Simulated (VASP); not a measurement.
SnO2: single point with LDA

The system is SnO2.

```
Sn O
1.0
     4.72127    0.00000    0.00000
     0.00000    4.72425    0.00000
     0.00000    0.00000    3.19002
Sn O
2 4
Direct
  0.55605 0.44376 0.50000
  0.05605 0.94376 0.00000
  0.30557 0.30657 0.00000
  0.80557 0.19343 0.50000
  0.19443 0.80657 0.50000
  0.69443 0.69343 0.00000
```

This cell differs from its parent crystal: all Sn atoms moved +0.375 Å, as atom 1 towards its neighbour atom 4 (O) at 2.044 Å.

```yaml
Program: VASP 6.6.1
Task: single point
Functional: LDA
Potentials_or_basis: VASP PAW LDA potentials, release 64 (Sn_d, O)
Cutoff: 520 eV
k_mesh: 6 × 6 × 8
Occupations: gaussian, width 0.05 eV
Spin: no spin polarisation
```

- Pressure: 18.4 GPa
- Largest force: 12.519 eV/Å
- Band gap on the k mesh: 1.38 eV

Forces on the atoms (eV/Å):
```
Sn  -8.296  8.322  0.000
Sn  -3.903  3.908  0.000
O   -0.072 -0.185  0.000
O    8.838 -8.866  0.000
O    3.264 -3.249  0.000
O    0.169  0.069  0.000
```

Stress tensor (GPa, compression positive):
```
 19.04 -23.82   0.00
-23.82  19.08   0.00
  0.00   0.00  17.00
```

Levels at points of the mesh, in eV from the valence-band top:
```
           k point  band 23  band 24  band 25  band 26  band 27  band 28  band 29  band 30
(0.00, 0.00, 0.00)    -0.83    -0.75    -0.39     0.00     1.38     5.31     6.58     6.82
(0.50, 0.00, 0.00)    -1.13    -0.80    -0.68    -0.35     4.31     4.45     6.80     7.18
(0.00, 0.50, 0.00)    -1.13    -0.80    -0.68    -0.35     4.31     4.46     6.81     7.20
(0.50, 0.50, 0.00)    -1.12    -1.10    -1.10    -0.84     4.51     4.82     7.46     7.60
(0.00, 0.00, 0.50)    -2.00    -1.40    -1.27    -1.09     5.80     6.06     8.94     9.41
(0.50, 0.00, 0.50)    -1.14    -0.89    -0.70    -0.57     5.96     6.12     7.94     8.89
(0.00, 0.50, 0.50)    -1.14    -0.89    -0.70    -0.57     5.96     6.11     7.93     8.88
(0.50, 0.50, 0.50)    -1.39    -0.85    -0.57    -0.51     4.41     5.04     8.34     8.97
```

Run time: 72 s on 1 thread of Intel(R) Xeon(R) 6975P-C (Granite Rapids), with other jobs on the host, peak memory 0.28 GiB.

Caveat: the cell differs from its parent crystal (all Sn atoms moved +0.375 Å, as atom 1 towards its neighbour atom 4 (O) at 2.044 Å); the cell stands under pressure; spin-orbit coupling is left out, which moves the levels of the heavy elements; forces of over 1 eV/Å act on the atoms, so gaps and moduli don't describe the material at rest.
